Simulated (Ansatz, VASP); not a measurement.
# One calculation of ZnS, two programs

```xyz
16
Lattice="0.0000 5.4423 -5.4423 5.4423 5.4423 0.0000 5.4423 0.0000 -5.4423" Properties=species:S:1:pos:R:3 pbc="T T T"
Zn    2.7212    2.7212    0.0000
Zn    0.0000    0.0000    0.0000
Zn    2.7212    5.4423   -2.7212
Zn    0.0000    2.7212   -2.7212
Zn    5.4423    2.7212   -2.7212
Zn    2.7212    0.0000   -2.7212
Zn    5.4423    5.4423   -5.4423
Zn    2.7212    2.7212   -5.4423
S     1.3606    1.3606   -1.3606
S     4.0817    4.0817   -1.3606
S     1.3606    4.0817   -4.0817
S     4.0817    6.8029   -4.0817
S     4.0817    1.3606   -4.0817
S     6.8029    4.0817   -4.0817
S     4.0817    4.0817   -6.8029
S     6.8029    6.8029   -6.8029
```

Alike in both runs: task single point; functional PBE; k mesh 2 × 2 × 2; occupations gaussian, width 0.01 eV; no spin polarisation.

|  | VASP | Ansatz |
| --- | --- | --- |
| version | VASP 6.6.1 | Ansatz 0.2.0 |
| potentials or method | VASP PAW PBE potentials, release 64 (Zn, S), cutoff 520 eV | scalar-relativistic, plane waves, PAW |
| valence electrons in the cell | 144 | 144 |

```csv
,VASP,Ansatz,Ansatz less VASP
gap on the k mesh at the Fermi level (eV),2.01,2.01,-0.004
least direct gap on the mesh (eV),2.01,2.01,-0.004
pressure (GPa),0.5,0.3,-0.14
```

The k mesh is coarse, so the values compare programs but aren't converged.
